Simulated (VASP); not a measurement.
Write the native input for VASP 6.6.1 that does the following.

* Task: relaxation of the atoms
* Functional: PBE
* Potentials or basis: VASP PAW PBE potentials, release 64 (Ta_pv, C)
* Cutoff: 520 eV
* k mesh: 6 × 6 × 6, shifted
* Occupations: gaussian, width 0.1 eV
* Spin: no spin polarisation
* Dipole correction: no
* Further INCAR settings: ALGO = Normal; EDIFF = 1e-06; IBRION = 2; EDIFFG = -0.025; NSW = 65

The structure of Ta4C5 (a cell with a defect) lies in POSCAR:

```
Ta4C5
1.0
    0.0000000000     -4.4754012993      0.0000000000
    0.0000000000      0.0000000000     -4.4754012993
    4.4754012993      0.0000000000      0.0000000000
Ta C
4 5
Direct
    1.0000000000      1.0000000000      0.0000000000
    0.5000000000      1.0000000000      0.5000000000
    1.0000000000      0.5000000000      0.5000000000
    0.5000000000      0.5000000000      0.0000000000
    0.0000000000      0.0000000000      0.5000000000
    0.5000000000      0.0000000000      0.0000000000
    0.0000000000      0.5000000000      0.0000000000
    0.5000000000      0.5000000000      0.5000000000
    0.7500000000      0.7500000000      0.2500000000
```

This cell differs from its parent crystal: with an interstitial atom.

These files were run (other wordings do the same):

INCAR

```
PREC = Accurate ; ENCUT = 520
EDIFF = 1E-6 ; ISMEAR = 0
SIGMA = 0.1 ; LREAL = F
LASPH = T ; NELM = 80
ALGO = Normal ; ISIF = 2
LWAVE = F ; LCHARG = F
GGA = PE ; IBRION = 2
NSW = 65 ; EDIFFG = -0.025
```

KPOINTS

```
Automatic mesh
0
Gamma
  6 6 6
  0.5 0.5 0.5
```

Potentials or basis: VASP PAW PBE potentials, release 64 (Ta_pv, C).

Run with:

```sh
$ cat potpaw_PBE.64/Ta_pv/POTCAR potpaw_PBE.64/C/POTCAR > POTCAR
$ mpirun -np 1 vasp_std > vasp.out
```

Results of the run:

| Property | Result |
| --- | --- |
| Energy gained by relaxing | 151.3 meV/atom |
| Ionic steps | 8 |
| Pressure after relaxing | 30.8 GPa |
| Largest force after relaxing | 0.007 eV/Å |
| Band gap on the k mesh | zero (bands 32 and 33 overlap by 2.17 eV) |

Caveat: the cell differs from its parent crystal (with an interstitial atom); spin-orbit coupling is left out, which moves the levels of the heavy elements.

Run time: 2.6 min on 1 thread of AMD EPYC 7R13 Processor (Zen 3), on a shared host, peak memory 0.19 GiB.
